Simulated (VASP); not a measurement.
Wanted: the native input for a VASP 6.6.1 run.

- Task: single point
- Functional: PBEsol
- Potentials or basis: VASP PAW PBE potentials, release 64 (Ta_pv)
- Cutoff: 520 eV
- k mesh: 20 × 20 × 20
- Occupations: gaussian, width 0.15 eV
- Spin: no spin polarisation
- Dipole correction: no
- Further INCAR settings: ALGO = Fast; EDIFF = 1e-07; NBANDS = 12

The structure of Ta lies in POSCAR:

```
Ta
1.0
   -1.7833824000      1.7833824000      1.5191776000
    1.7833824000     -1.7833824000      1.5191776000
    1.7833824000      1.7833824000     -1.5191776000
Ta
1
Direct
    0.0000000000      0.0000000000      0.0000000000
```

This cell differs from its parent crystal: strain +0.080 along x and y, -0.080 along z.

The input as run:

INCAR

```
PREC = Accurate ; ENCUT = 520
EDIFF = 1E-7 ; ISMEAR = 0
SIGMA = 0.15 ; LREAL = False
LASPH = True ; NELM = 100
ALGO = Fast ; ISIF = 2
LWAVE = False ; LCHARG = False
GGA = PS ; NBANDS = 12
```

KPOINTS

```
regular mesh
0
Gamma
  20 20 20
```

Potentials or basis: VASP PAW PBE potentials, release 64 (Ta_pv).

Launch:

```console
$ cat potpaw_PBE.64/Ta_pv/POTCAR > POTCAR
$ mpirun -np 1 vasp_std > vasp.out
```

Results of the run:

The pressure is -13.5 GPa and the band gap on the k mesh is zero (an odd number of electrons rules out a gap without spin polarisation).

Caveat: the cell differs from its parent crystal (strain +0.080 along x and y, -0.080 along z); the stress differs along the axes, from -16 to -8 GPa; the PAW data sets were made with another functional, which shifts forces and pressure a little; spin-orbit coupling is left out, which moves the levels of the heavy elements.

Run time: 3.3 min on 1 thread of Intel Xeon 8259CL, with other jobs on the host, peak memory 0.26 GiB.
